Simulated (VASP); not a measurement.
Crystal: Mg2O.

```
Mg O
1.0
     2.60915   -2.75276    0.00000
     2.60915    2.75276    0.00000
     0.00000    0.00000    3.30319
Mg O
2 1
Direct
  0.28552 0.28552 0.50000
  0.71448 0.71448 0.50000
  0.00000 0.00000 0.00000
```

The cell was built from a structure type or drawn by symmetry, and may not be a known phase.

| Item | Value |
| --- | --- |
| Program | VASP 6.6.1 |
| Task | relaxation of cell and atoms |
| Functional | PBE |
| Potentials or basis | VASP PAW PBE potentials, release 64 (Mg, O) |
| Cutoff | 600 eV |
| k mesh | 5 × 5 × 6 |
| Occupations | gaussian, width 0.2 eV |
| Spin | no spin polarisation |

At the start: pressure 5.5 GPa; volume 15.82 Å³/atom.

Where does the relaxation end?

Over 10 steps the energy falls by 682.4 meV/atom and the volume is 19.72 Å³/atom (+24.7 %); space group Cmmm (No. 65, to 0.1 Å) before and after.

Step by step:
```
step  energy change (eV)  largest force (eV/Å)  pressure (GPa)  volume (Å³)
   1              0.0000                4.9589            5.46        47.45
   2             -1.7156                0.1720            2.11        50.79
   3             -1.7349                0.2885            3.30        51.25
   4             -1.9065                0.4355            1.79        54.17
   5             -1.9989                0.6243            0.56        57.99
   6             -2.0026                0.6736            0.32        58.96
   7             -2.0357                0.2151           -1.83        60.58
   8             -2.0390                0.0207           -1.37        60.21
   9             -2.0454                0.0317            0.57        58.67
  10             -2.0472                0.0134           -0.08        59.16
```

Final structure:
```
Mg O
1.0
     2.82352   -3.57720    0.00000
     2.82352    3.57720    0.00000
     0.00000    0.00000    2.92863
Mg O
2 1
Direct
  0.24012 0.24012 0.50000
  0.75988 0.75988 0.50000
  0.00000 0.00000 0.00000
```

Caveat: the volume moved by over 15 % at a fixed basis, so the end points are rough.
